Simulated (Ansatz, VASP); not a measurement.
BaTiO3 in VASP and in Ansatz

```xyz
5
Lattice="4.1537 0.0000 0.0000 0.0000 4.1537 0.0000 0.0000 0.0000 4.3136" Properties=species:S:1:pos:R:3 pbc="T T T"
Ba    0.0000    0.0000    0.0000
Ti    2.0769    2.0769    2.1568
O     2.0769    2.0769    0.0000
O     2.0769    0.0000    2.1568
O     0.0000    2.0769    2.1568
```

Change from the starting cell: strain +0.040 along x and y, +0.080 along z, atoms carried along.

Alike in both runs: task single point; functional r2SCAN; k mesh 8 × 8 × 8; occupations gaussian, width 0.05 eV; no spin polarisation.

|  | VASP | Ansatz |
| --- | --- | --- |
| version | VASP 6.6.1 | Ansatz 0.2.0 |
| potentials or method | VASP PAW PBE potentials, release 64 (Ba_sv, Ti_sv, O), cutoff 520 eV | scalar-relativistic, plane waves, PAW |
| valence electrons in the cell | 40 | 40 |

|  | VASP | Ansatz | Ansatz less VASP |
| --- | --- | --- | --- |
| gap on the k mesh at the Fermi level (eV) | 1.72 | 1.73 | +0.006 |
| least direct gap on the mesh (eV) | 2.00 | 1.99 | -0.016 |
| pressure (GPa) | -18.5 | -19.6 | -1.12 |
| traceless stress, the component that is largest in VASP (GPa) | -2.13 | -2.00 | +0.126 |

VASP's potentials were made for PBE, not for r2SCAN.

Spin-orbit coupling is off throughout.
